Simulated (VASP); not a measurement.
Here is a VASP 6.6.1 calculation.

INCAR

```
SYSTEM = InGaBN3
PREC = Accurate
ENCUT = 520
EDIFF = 1E-6
ISMEAR = 0
SIGMA = 0.1
LREAL = Auto
LASPH = .TRUE.
NELM = 100
ALGO = Normal
ISIF = 2
LWAVE = .FALSE.
LCHARG = .FALSE.
GGA = PE
ISYM = 0
NBANDS = 106
```

KPOINTS

```
Automatic mesh
0
Gamma
  3 3 2
  0 0 0.5
```

Contents of POSCAR:

```
InGaBN3
1.0
   -4.5976191971     -4.4718256090     -0.1843799860
    0.0334725272      4.6227330678      4.8089440140
   -4.4874179697      4.1772443956     -4.3969278690
B N Ga In
4 12 4 4
Direct
    0.9937927074      0.9202896996      1.0257446864
    0.5401004502      0.6314656634      1.0291168267
    1.0514571915      0.4363105643      1.0083155636
    0.6828874893      0.8462748351      0.3193074131
    0.2501884542      0.0523218316      0.9503574009
    0.8535032923      0.2574375065      0.9090506813
    0.6476520203      0.3410788740      0.6105178380
    0.1611914712      0.3047359388      0.5811969281
    0.5396515879      0.5897278873      0.2271766691
    0.0070433000      0.4884000672      0.1957846300
    0.3162083468      0.5711121924      0.9451235796
    0.7776927598      0.7560316222      0.9308821338
    0.6862016485      0.8525643173      0.5347319949
    0.1443640255      0.8253506458      0.6008864928
    0.5531912322      0.9873108925      0.2543069585
   -0.0481369261     -0.0442725198      0.2216683904
    0.5398356012      1.0599860742      0.0126247193
    0.8286993791      0.1755089239      0.6579151191
    0.3024019261      0.1465483838      0.6980660454
    0.8102754923      0.6801999728      0.6811424088
    0.6660616309      0.3568918307      0.3268973630
    0.1731809959      0.3137653475      0.3004776512
    0.3333856647      0.6578884377      0.6732906519
    0.1751690084      0.8221564434      0.3201955808
```

Potentials or basis: VASP PAW PBE potentials, release 64 (B, N, Ga_d, In_d).

Launch:

```console
$ cat potpaw_PBE.64/B/POTCAR potpaw_PBE.64/N/POTCAR potpaw_PBE.64/Ga_d/POTCAR potpaw_PBE.64/In_d/POTCAR > POTCAR
$ mpirun -np 1 vasp_std > vasp.out
```

What does it give for the pressure?

0.1 GPa.

What does it give for the band gap on the k mesh?

1.28 eV, direct.

Predict the largest force.

0.057 eV/Å.

Forces in eV/Å, atoms in the order of the input:
```
B   -0.032 -0.023 -0.001
B    0.027 -0.013  0.015
B    0.030  0.038 -0.014
B    0.013 -0.001  0.027
N    0.012  0.030  0.007
N   -0.018 -0.012  0.002
N    0.005  0.023  0.004
N   -0.010  0.001 -0.020
N   -0.021  0.000  0.003
N    0.006 -0.031  0.032
N   -0.045 -0.004 -0.035
N    0.023  0.013 -0.022
N    0.011 -0.019 -0.001
N    0.009  0.019 -0.013
N   -0.014 -0.009 -0.011
N    0.033  0.007 -0.011
Ga   0.005  0.005  0.007
Ga  -0.042  0.010  0.010
Ga   0.007 -0.002 -0.014
Ga  -0.037 -0.022  0.010
In  -0.012 -0.019  0.003
In   0.007 -0.005  0.001
In   0.040  0.014  0.019
In   0.002  0.001  0.002
```

Caveat: spin-orbit coupling is left out, which moves the levels of the heavy elements. A k mesh can miss the band edges.
